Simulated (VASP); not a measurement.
Crystal: NaAg2H3.

```
CELL_PARAMETERS angstrom
2.50853 -4.19519 0.00000
2.50853 4.19519 0.00000
0.00000 0.00000 3.92241
ATOMIC_POSITIONS crystal
Na 0.50000 0.50000 0.00000
Ag 0.00000 0.50000 0.50000
Ag 0.50000 0.00000 0.50000
H 0.16107 0.83893 0.00000
H 0.83893 0.16107 0.00000
H 0.00000 0.00000 0.50000
```

```yaml
Program: VASP 6.6.1
Task: relaxation of cell and atoms
Functional: PBEsol
Potentials_or_basis: VASP PAW PBE potentials, release 64 (Na_pv, Ag, H)
Cutoff: 600 eV
k_mesh: 6 × 6 × 6
Occupations: fermi-dirac, width 0.03 eV
Spin: no spin polarisation
```

At the start: pressure -4.4 GPa; volume 13.76 Å³/atom.

Task: How do energy, volume and symmetry change on relaxing?

Result: Over 32 steps the energy falls by 312.6 meV/atom and the volume is 12.72 Å³/atom (-7.6 %); space group Cmmm (No. 65, to 0.05 Å).

The path:
| step | energy change (eV) | largest force (eV/Å) | pressure (GPa) | volume (Å³) |
| --- | --- | --- | --- | --- |
| 1 | 0.0000 | 0.8384 | -4.44 | 82.56 |
| 2 | -0.4226 | 0.8353 | -4.24 | 77.99 |
| 3 | -0.8232 | 0.7691 | -1.94 | 70.80 |
| 4 | -0.1439 | 0.1566 | 15.71 | 56.60 |
| 5 | -0.8456 | 0.7099 | -0.15 | 67.84 |
| 6 | -0.9307 | 0.7068 | 1.11 | 67.09 |
| 7 | -1.1235 | 0.5555 | 5.58 | 64.85 |
| 8 | -0.8418 | 0.5376 | 18.71 | 60.46 |
| 9 | -1.1569 | 0.4022 | 7.84 | 63.91 |
| 10 | -1.1900 | 0.3623 | 7.59 | 64.19 |
| 11 | -1.2784 | 0.2343 | 6.92 | 65.03 |
| 12 | -1.4033 | 0.0734 | 5.75 | 66.72 |
| 13 | -1.3672 | 1.0129 | 4.03 | 70.12 |
| 14 | -1.4382 | 0.4291 | 4.98 | 68.13 |
| 15 | -1.5236 | 0.3372 | 3.18 | 69.69 |
| 16 | -1.6709 | 0.1192 | -1.07 | 74.45 |
| 17 | -1.6068 | 0.1039 | -6.09 | 84.25 |
| 18 | -1.6939 | 0.0108 | -3.44 | 78.15 |
| 19 | -1.7865 | 0.0603 | -2.61 | 77.78 |
| 20 | -1.8588 | 0.1388 | -0.56 | 76.95 |
| 21 | -1.8593 | 0.1438 | -0.34 | 76.87 |
| 22 | -1.8661 | 0.1285 | -0.19 | 76.50 |
| 23 | -1.8694 | 0.1099 | 0.01 | 76.04 |
| 24 | -1.8694 | 0.1084 | 0.03 | 76.00 |
| 25 | -1.8714 | 0.0891 | 0.06 | 75.96 |
| 26 | -1.8748 | 0.0270 | 0.14 | 75.83 |
| 27 | -1.8750 | 0.0095 | 0.15 | 75.80 |
| 28 | -1.8755 | 0.0065 | -0.03 | 76.12 |
| 29 | -1.8756 | 0.0048 | -0.11 | 76.29 |
| 30 | -1.8756 | 0.0040 | -0.14 | 76.37 |
| 31 | -1.8757 | 0.0040 | 0.10 | 76.26 |
| 32 | -1.8758 | 0.0039 | 0.02 | 76.30 |

Final structure:
```
Na Ag H
1.0
     2.60724   -4.71412    0.00000
     2.60724    4.71412    0.00000
     0.00000    0.00000    3.10383
Na Ag H
1 2 3
Direct
  0.50000 0.50000 0.00000
  0.00000 0.50000 0.50000
  0.50000 0.00000 0.50000
  0.26641 0.73359 0.00000
  0.73359 0.26641 0.00000
  0.00000 0.00000 0.50000
```

Caveat: the PAW data sets were made with another functional, which shifts forces and pressure a little.
